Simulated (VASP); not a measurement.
# Sn (Fd-3m) in VASP: notebook, part 2 of 2

VASP 6.6.1. Earlier steps stand in the parts before.

## (3) Relaxation of volume and atoms at fixed shape, LDA

This run uses another cell than the first one, of 33.80 Å³/atom.

File INCAR:

```
PREC = Accurate
ENCUT = 500
EDIFF = 1E-7
ISMEAR = 1
SIGMA = 0.02
LREAL = False
LASPH = True
NELM = 120
ALGO = Normal
ISIF = 8
LWAVE = False
LCHARG = False
IBRION = 2
NSW = 60
EDIFFG = -0.02
GGA_COMPAT = False
NELMIN = 4
```

File KPOINTS:

```
Automatic mesh
0
Gamma
  11 11 11
```

File POSCAR:

```
Sn
1.0
    0.0000000000      3.2333430000      3.2333430000
    3.2333430000      0.0000000000      3.2333430000
    3.2333430000      3.2333430000      0.0000000000
Sn
2
Direct
    0.5000000000      0.5000000000      0.5000000000
    0.7500000000      0.7500000000      0.7500000000
```

Potentials or basis: VASP PAW LDA potentials, release 64 (Sn_d).

On the command line:

```console
$ cat potpaw_LDA.64/Sn_d/POTCAR > POTCAR
$ mpirun -np 1 vasp_std > vasp.out
```

OUTCAR:

```text
PREC = Accurate
   ENCUT = 500
   EDIFF = 1E-7
   ISMEAR = 1
   LREAL = False
   LASPH = True
   NELM = 120
   ISIF = 8
   IBRION = 2
   NSW = 60
   EDIFFG = -0.02
   NELMIN = 4

 ion  position               nearest neighbor table
   1  0.500  0.500  0.500-   2 2.80   2 2.80   2 2.80   2 2.80
   2  0.750  0.750  0.750-   1 2.80   1 2.80   1 2.80   1 2.80

  LATTYP: Found a face centered cubic cell.
 ALAT       =     6.4666860000

  Lattice vectors:

 A1 = (   0.0000000000,   3.2333430000,   3.2333430000)
 A2 = (   3.2333430000,   0.0000000000,   3.2333430000)
 A3 = (   3.2333430000,   3.2333430000,   0.0000000000)

Analysis of symmetry for initial positions (statically):
=====================================================================
 Subroutine PRICEL returns:
 Original cell was already a primitive cell.

 Routine SETGRP: Setting up the symmetry group for a
 face centered cubic supercell.

 Subroutine GETGRP returns: Found 48 space group operations
 (whereof 24 operations were pure point group operations)
 out of a pool of 48 trial point group operations.

The static configuration has the point symmetry T_d .
 The point group associated with its full space group is O_h .

Analysis of symmetry for dynamics (positions and initial velocities):
=====================================================================
 Subroutine PRICEL returns:
 Original cell was already a primitive cell.

 Routine SETGRP: Setting up the symmetry group for a
 face centered cubic supercell.

 Subroutine GETGRP returns: Found 48 space group operations
 (whereof 24 operations were pure point group operations)
 out of a pool of 48 trial point group operations.

The dynamic configuration has the point symmetry T_d .
 The point group associated with its full space group is O_h .

 Subroutine INISYM returns: Found 48 space group operations
 (whereof 24 operations are pure point group operations),
 and found     1 'primitive' translations

----------------------------------------------------------------------------------------

                                     Primitive cell

  volume of cell :      67.6060

  direct lattice vectors                    reciprocal lattice vectors
     0.000000000  3.233343000  3.233343000    -0.154638713  0.154638713  0.154638713
     3.233343000  0.000000000  3.233343000     0.154638713 -0.154638713  0.154638713
     3.233343000  3.233343000  0.000000000     0.154638713  0.154638713 -0.154638713

  length of vectors
     4.572637522  4.572637522  4.572637522     0.267842108  0.267842108  0.267842108

  position of ions in fractional coordinates (direct lattice)
     0.500000000  0.500000000  0.500000000
     0.750000000  0.750000000  0.750000000

  ion indices of the primitive-cell ions
   primitive index   ion index
                 1           1
                 2           2

----------------------------------------------------------------------------------------

[... 94 lines left out ...]
   GGA     = CA    functional components
   LHFCALC =     F    Hartree Fock is set to
   AEXX    =    0.0000 exact exchange contribution
   IVDW    =     0    specifies the selected vdW correction
   LEPSILON=     F    determine dielectric tensor
   LRPA    =     F    only Hartree local field effects (RPA)
 conjugate gradient relaxation of ions
 non-spin polarized calculation
 Methfessel and Paxton  Order N= 1 SIGMA  =   0.02
  energy-cutoff  :      500.00
  volume of cell :       67.61
 maximum number of plane-waves:      1759
 NGX is ok and might be reduce to    36
   NGX = 17   NGY = 17   NGZ = 17

--------------------------------------- Ionic step        1  -------------------------------------------

 number of electron      28.0000008 magnetization

 Free energy of the ion-electron system (eV)
  ---------------------------------------------------
  ext. energy  EPLUGINS =         0.00000000
  ---------------------------------------------------
  free energy    TOTEN  =        -8.94079719 eV

  energy without entropy =       -8.94077269  energy(sigma->0) =       -8.94078902

------------------------ aborting loop because EDIFF is reached ----------------------------------------

  FORCE on cell =-STRESS in cart. coord.  units (eV):
  Direction    XX          YY          ZZ          XY          YZ          ZX
  --------------------------------------------------------------------------------------
  -------------------------------------------------------------------------------------
  Total        0.0517605      0.0517605      0.0517605      0.0000000      0.0000000     -0.0000000
  in kB        1.2266594      1.2266594      1.2266594      0.0000000      0.0000000     -0.0000000
  external PRESSURE =       1.2266594 kB  Pullay stress =       0.0000000 kB

 VOLUME and BASIS-vectors are now :
 -----------------------------------------------------------------------------
  energy-cutoff  :      500.00
  volume of cell :       67.61
      direct lattice vectors                 reciprocal lattice vectors
     0.000000000  3.233343000  3.233343000    -0.154638713  0.154638713  0.154638713
     3.233343000  0.000000000  3.233343000     0.154638713 -0.154638713  0.154638713
     3.233343000  3.233343000  0.000000000     0.154638713  0.154638713 -0.154638713

 POSITION                                       TOTAL-FORCE (eV/Angst)
 -----------------------------------------------------------------------------------
      3.23334      3.23334      3.23334         0.000000      0.000000      0.000000
      4.85001      4.85001      4.85001        -0.000000     -0.000000     -0.000000
 -----------------------------------------------------------------------------------
    total drift:                                0.000000      0.000000      0.000000

  FREE ENERGIE OF THE ION-ELECTRON SYSTEM (eV)
  ---------------------------------------------------
  free  energy   TOTEN  =        -8.9407971928 eV

  energy  without entropy=       -8.9407726865  energy(sigma->0) =       -8.94078902

--------------------------------------- Ionic step        2  -------------------------------------------

 number of electron      28.0000006 magnetization

 Free energy of the ion-electron system (eV)
  ---------------------------------------------------
  ext. energy  EPLUGINS =         0.00000000
  ---------------------------------------------------
  free energy    TOTEN  =        -8.94087033 eV

  energy without entropy =       -8.94081797  energy(sigma->0) =       -8.94085287

 E-fermi :   5.3674     XC(G=0):  -9.2236

 val. band max:        5.3655671231   @ k =   0.4545   0.0000   0.0000
 cond. band min:       5.4698760392   @ k =   0.3636   0.0000   0.0000
 fundamental gap:      0.1043089161
 Fermi energy:         5.3673915698

 k-point     1 :       0.0000    0.0000    0.0000
  band No.  band energies     occupation
      1     -16.1874      2.00000
      2     -16.1874      2.00000
      3     -16.1874      2.00000
      4     -16.1249      2.00000
      5     -16.1249      2.00000
      6     -15.8070      2.00000
[... 481 lines left out ...]
      5     -16.0543      2.00000
      6     -15.8857      2.00000
[... 10 lines left out ...]
     17       8.7349      0.00000
     18       9.6065      0.00000

 [... further k-points ...]
[... 5 lines left out ...]
  --------------------------------------------------------------------------------------
  -------------------------------------------------------------------------------------
  Total       -0.0150983     -0.0150983     -0.0150983      0.0000000     -0.0000000     -0.0000000
  in kB       -0.3564739     -0.3564739     -0.3564739      0.0000000     -0.0000000     -0.0000000
  external PRESSURE =      -0.3564739 kB  Pullay stress =       0.0000000 kB

 VOLUME and BASIS-vectors are now :
 -----------------------------------------------------------------------------
  energy-cutoff  :      500.00
  volume of cell :       67.86
      direct lattice vectors                 reciprocal lattice vectors
     0.000000000  3.237379935  3.237379935    -0.154445882  0.154445882  0.154445882
     3.237379935  0.000000000  3.237379935     0.154445882 -0.154445882  0.154445882
     3.237379935  3.237379935  0.000000000     0.154445882  0.154445882 -0.154445882

 POSITION                                       TOTAL-FORCE (eV/Angst)
 -----------------------------------------------------------------------------------
      3.23738      3.23738      3.23738        -0.000000     -0.000000     -0.000000
      4.85607      4.85607      4.85607         0.000000      0.000000      0.000000
 -----------------------------------------------------------------------------------
    total drift:                                0.000000      0.000000      0.000000

  FREE ENERGIE OF THE ION-ELECTRON SYSTEM (eV)
  ---------------------------------------------------
  free  energy   TOTEN  =        -8.9408703260 eV

  energy  without entropy=       -8.9408179660  energy(sigma->0) =       -8.94085287

 reached required accuracy - stopping structural energy minimisation
```

OSZICAR:

```text
N       E                     dE             d eps       ncg     rms          rms(c)
DAV:   1     0.208752031535E+03    0.20875E+03   -0.15155E+04  2016   0.224E+03
DAV:   2     0.109753905432E+02   -0.19778E+03   -0.19552E+03  2016   0.436E+02
DAV:   3    -0.844397216729E+01   -0.19419E+02   -0.19321E+02  2276   0.147E+02
DAV:   4    -0.905190716365E+01   -0.60793E+00   -0.60733E+00  2284   0.291E+01
[... 12 lines left out ...]
DAV:   3    -0.894091628174E+01    0.80161E-03   -0.24830E-03  2626   0.847E-01    0.224E-02
DAV:   4    -0.894087448867E+01    0.41793E-04   -0.10550E-04  2198   0.137E-01    0.608E-03
DAV:   5    -0.894087096084E+01    0.35278E-05   -0.56767E-06  2604   0.283E-02    0.276E-03
DAV:   6    -0.894087037859E+01    0.58225E-06   -0.59366E-07  2046   0.107E-02    0.109E-03
DAV:   7    -0.894087032604E+01    0.52552E-07   -0.47484E-08  1014   0.216E-03
   2 F= -.89408703E+01 E0= -.89408529E+01  d E =-.731332E-04
```

It took 52 s on 1 thread of Intel Xeon 6975P-C (Granite Rapids), shared host; peak memory 0.2 GiB.

Results:

* Free energy: -8.9409 eV
* Relaxed volume: 33.93 Å³/atom
* Relaxed cell: a = 4.578 Å, b = 4.578 Å, c = 4.578 Å, α = 60.00°, β = 60.00°, γ = 60.00°
* Space group after relaxing (to 0.1 Å): Fd-3m (No. 227)
* Energy gained by relaxing: 0.0 meV/atom
* Ionic steps: 2
* Pressure after relaxing: 0.0 GPa
* Band gap on the k mesh: zero (bands 14 and 15 overlap by 0.16 eV)

Final structure:
```xyz
2
Lattice="0.0000 3.2374 3.2374 3.2374 0.0000 3.2374 3.2374 3.2374 0.0000" Properties=species:S:1:pos:R:3 pbc="T T T"
Sn    3.2374    3.2374    3.2374
Sn    4.8561    4.8561    4.8561
```

Caveat: spin-orbit coupling is left out, which moves the levels of the heavy elements.
